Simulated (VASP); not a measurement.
Set up this calculation in VASP 6.6.1, as the native input.

- Task: single point
- Functional: LDA
- Potentials or basis: VASP PAW LDA potentials, release 64 (Ru_pv)
- Cutoff: 520 eV
- k mesh: 9 × 9 × 4
- Occupations: gaussian, width 0.1 eV
- Spin: no spin polarisation
- Dipole correction: no
- Further INCAR settings: ALGO = Normal; EDIFF = 1e-07; NBANDS = 21

The structure of Ru lies in POSCAR:

```
Ru
1.0
    2.7078263400      0.0000000000      0.0000000000
   -1.3539131700      2.3450464000      0.0000000000
    0.0000000000      0.0000000000      4.2681017800
Ru
2
Direct
    0.3333333300      0.6666666700      0.2500000000
    0.6666666700      0.3333333300      0.7500000000
```

One way to write it, as run:

INCAR

```
SYSTEM = Ru
  ALGO = Normal
  EDIFF = 1E-7
  ENCUT = 520
  GGA = CA
  ISIF = 2
  ISMEAR = 0
  LASPH = .True.
  LCHARG = .False.
  LREAL = .False.
  LWAVE = .False.
  NBANDS = 21
  NELM = 80
  PREC = Accurate
  SIGMA = 0.1
```

KPOINTS

```
k-points
0
Gamma
  9 9 4
  0 0 0
```

Potentials or basis: VASP PAW LDA potentials, release 64 (Ru_pv).

Launch:

```bash
$ cat potpaw_LDA.64/Ru_pv/POTCAR > POTCAR
$ mpirun -np 1 vasp_std > vasp.out
```

It gave:

```
Pressure               : -10.7 GPa
Band gap on the k mesh : zero (band 14 reaches 14.21 eV, above the bottom of band 15 at 11.14 eV)
```

Caveat: the k points lie up to 0.37 Å⁻¹ apart.

Wall time 6.3 s on 1 thread of Intel(R) Xeon(R) 6975P-C (Granite Rapids), with other jobs on the host, peak memory 0.13 GiB.
